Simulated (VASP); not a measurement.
A run of VASP 6.6.1:

Contents of INCAR:

```
SYSTEM = SiW3
PREC = Accurate
ENCUT = 520
EDIFF = 1E-7
ISMEAR = 0
SIGMA = 0.15
LREAL = .FALSE.
LASPH = .TRUE.
NELM = 80
ALGO = Fast
ISIF = 2
LWAVE = .FALSE.
LCHARG = .TRUE.
GGA = PE
LELF = .TRUE.
LVHAR = .TRUE.
NBANDS = 31
```

KPOINTS

```
Automatic mesh
0
G
  14 14 14
  0 0 0
```

Contents of POSCAR:

```
SiW3
1.0
   -2.6037661906      2.6037661906      2.6037661906
    2.6037661906     -2.6037661906      2.6037661906
    2.6037661906      2.6037661906     -2.6037661906
Si W
1 3
Direct
    0.0000000000      0.0000000000      0.0000000000
    0.5000000000      0.5000000000      0.0000000000
    0.5000000000      0.0000000000      0.5000000000
    0.0000000000      0.5000000000      0.5000000000
```

Potentials or basis: VASP PAW PBE potentials, release 64 (Si, W_sv).

Launch:

```sh
$ cat potpaw_PBE.64/Si/POTCAR potpaw_PBE.64/W_sv/POTCAR > POTCAR
$ mpirun -np 1 vasp_std > vasp.out
```

Hardware: 1 thread of Intel(R) Xeon(R) 6975P-C (Granite Rapids) (shared host).

Problem. Estimate the wall time of this run.

Solution. Wall time 2.3 min on 1 thread of Intel(R) Xeon(R) 6975P-C (Granite Rapids), on a shared host, peak memory 0.33 GiB. Counts: scf iterations 18, k points 104.
